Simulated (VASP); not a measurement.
ZrOs: single point with LDA

The system is ZrOs.

```
Zr Os
1.0
     3.19639    0.00000    0.00000
     0.00000    3.19639    0.00000
     0.00000    0.00000    3.19639
Zr Os
1 1
Direct
  0.50000 0.50000 0.50000
  0.00000 0.00000 0.00000
```

```
Program                : VASP 6.6.1
Task                   : single point
Functional             : LDA
Potentials or basis    : VASP PAW LDA potentials, release 64 (Zr_sv, Os)
Cutoff                 : 520 eV
k mesh                 : 13 × 13 × 13
Occupations            : fermi-dirac, width 0.03 eV
Spin                   : no spin polarisation
Dipole correction      : no
Further INCAR settings : ALGO = Normal; EDIFF = 1e-06; NBANDS = 17
```

```json
{
  "Pressure": "7.4 GPa",
  "Band gap on the k mesh": "zero (bands 10 and 11 overlap by 1.19 eV)"
}
```

Levels at points of the mesh, in eV from the Fermi level:
| k point | band 6 | band 7 | band 8 | band 9 | band 10 | band 11 | band 12 | band 13 | band 14 | band 15 |
| --- | --- | --- | --- | --- | --- | --- | --- | --- | --- | --- |
| (0.00, 0.00, 0.00) | -5.73 | -5.73 | -1.80 | -1.80 | -1.80 | 2.16 | 2.16 | 5.52 | 5.52 | 5.52 |

Wall time 10 s on 1 thread of Intel(R) Xeon(R) 6975P-C (Granite Rapids), on a shared host, peak memory 0.16 GiB.

Caveat: the cell stands under pressure; spin-orbit coupling is left out, which moves the levels of the heavy elements.
